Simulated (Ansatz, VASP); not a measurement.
# SiO2: VASP beside Ansatz

Contents of INCAR:

```
SYSTEM = SiO2
  ALGO = Normal
  EDIFF = 1E-7
  ENCUT = 520
  GGA = PE
  ISIF = 2
  ISMEAR = 0
  LASPH = .True.
  LCHARG = .False.
  LREAL = .False.
  LWAVE = .False.
  NBANDS = 25
  NELM = 60
  PREC = Accurate
  SIGMA = 0.02
```

KPOINTS

```
k-points
0
Gamma
  6 6 8
  0 0 0
```

Contents of POSCAR:

```
SiO2
1.0
    4.2355353035      0.0000000000      0.0000000000
    0.0000000000      4.2355353035      0.0000000000
    0.0000000000      0.0000000000      2.6907809260
Si O
2 4
Direct
    0.5000000000      0.5000000000      0.5000000000
    0.0000000000      0.0000000000      0.0000000000
    0.1930666755      0.8069333245      0.5000000000
    0.3069333245      0.3069333245      0.0000000000
    0.8069333245      0.1930666755      0.5000000000
    0.6930666755      0.6930666755      0.0000000000
```

Input for Ansatz:

```yaml
crystal:
  lattice:
    - [4.2355353035, 0.0, 0.0]
    - [0.0, 4.2355353035, 0.0]
    - [0.0, 0.0, 2.690780926]
  atoms:
    - { symbol: Si, position: [0.5, 0.5, 0.5] }
    - { symbol: Si, position: [0.0, 0.0, 0.0] }
    - { symbol: O, position: [0.1930666755, 0.8069333245, 0.5] }
    - { symbol: O, position: [0.3069333245, 0.3069333245, 0.0] }
    - { symbol: O, position: [0.8069333245, 0.1930666755, 0.5] }
    - { symbol: O, position: [0.6930666755, 0.6930666755, 0.0] }
basis:
  ecutwfc: 420
kpoints:
  mp_grid: { grid: [6, 6, 8] }
  band_path: { path: [VBM, CBM], npoints: 2 }
hamiltonian:
  xc: pbe
scf:
  occupations: { method: gaussian, width: 0.02 }
output:
  forces: false
  stress: false
  eigenvalues: true
checkpoint:
  read: start.run
  write: ck
  compress: false
  write_wavefunctions: false
  write_every: 100000
```

Alike in both runs: task single point; functional PBE; k mesh 6 × 6 × 8; occupations gaussian, width 0.02 eV; no spin polarisation.

|  | VASP | Ansatz |
| --- | --- | --- |
| version | VASP 6.6.1 | Ansatz 0.2.0 |
| potentials or method | VASP PAW PBE potentials, release 64 (Si, O), cutoff 520 eV | scalar-relativistic, plane waves, PAW |
| valence electrons in the cell | 32 | 32 |

```csv
,VASP,Ansatz,Ansatz less VASP
gap on the k mesh at the Fermi level (eV),5.02,5.04,+0.015
least direct gap on the mesh (eV),5.02,5.04,+0.015
```
